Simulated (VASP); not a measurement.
SnSe, 2 atoms in the cell. Symmetry: I4/mmm, No. 139, tetragonal system. Conventional cell: a = 4.257 Å, b = 4.257 Å, c = 5.960 Å, α = 90.00°, β = 90.00°, γ = 90.00°. Sn (site symmetry 4/mmm) has 6 Se at 2.98 to 3.01 Å within 3.9 Å. Within 3.9 Å of Se (site symmetry 4/mmm) lie 6 Sn at 2.98 to 3.01 Å.  This cell differs from its parent crystal: strain -0.0100 x Voigt [0, 0, 1, 0, 0, 0].

- Program: VASP 6.6.1
- Task: single point
- Functional: r2SCAN
- Potentials or basis: VASP PAW PBE potentials, release 64 (Sn_d, Se)
- Cutoff: 520 eV
- k mesh: 10 × 10 × 10
- Occupations: gaussian, width 0.05 eV
- Spin: no spin polarisation
- Dipole correction: no
- Further INCAR settings: ALGO = Normal; EDIFF = 1e-06; NBANDS = 17

Potentials or basis: VASP PAW PBE potentials, release 64 (Sn_d, Se).

Run with:

```sh
$ cat potpaw_PBE.64/Sn_d/POTCAR potpaw_PBE.64/Se/POTCAR > POTCAR
$ cp INCAR.step1 INCAR
$ mpirun -np 1 vasp_std > vasp.out
$ cp INCAR.step2 INCAR
$ mpirun -np 1 vasp_std > vasp.out
```

Hardware: 1 thread of Intel Xeon 8259CL (shared host).

**Question.** Estimate the wall time of this run.

**Answer.** It took 4.6 min on 1 thread of Intel Xeon 8259CL (shared host), peak memory 0.25 GiB. Counts: k points 102.
